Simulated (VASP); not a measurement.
A run of VASP 6.6.1 is set up as follows.

The input INCAR:

```
SYSTEM = Li4Pt3
PREC = Accurate
ENCUT = 520
EDIFF = 1E-6
ISMEAR = 0
SIGMA = 0.1
LREAL = .False.
LASPH = .True.
NELM = 100
ALGO = Fast
ISIF = 2
LWAVE = .False.
LCHARG = .False.
GGA = PE
NBANDS = 30
```

File KPOINTS:

```
Automatic mesh
0
Gamma
  4 4 4
  0 0 0
```

POSCAR

```
Li4Pt3
1.0
   -2.9529929037      2.9529929037      2.9529929037
    2.9529929037     -2.9529929037      2.9529929037
    2.9529929037      2.9529929037     -2.9529929037
Li Pt
4 3
Direct
    0.5000000000      0.5000000000      0.5000000000
    0.0000000000      0.0000000000      0.5000000000
    0.0000000000      0.5000000000      0.0000000000
    0.5000000000      0.0000000000      0.0000000000
    0.0000000000      0.5000000000      0.5000000000
    0.5000000000      0.0000000000      0.5000000000
    0.5000000000      0.5000000000      0.0000000000
```

Potentials or basis: VASP PAW PBE potentials, release 64 (Li_sv, Pt).

Run with:

```bash
$ cat potpaw_PBE.64/Li_sv/POTCAR potpaw_PBE.64/Pt/POTCAR > POTCAR
$ mpirun -np 1 vasp_std > vasp.out
```

Task: Estimate the band gap on the k mesh.

Result: Zero (bands 21 and 22 overlap by 2.47 eV).

Caveat: the k points lie up to 0.38 Å⁻¹ apart, too coarse for converged energies and pressures of a metal; spin-orbit coupling is left out, which moves the levels of the heavy elements.
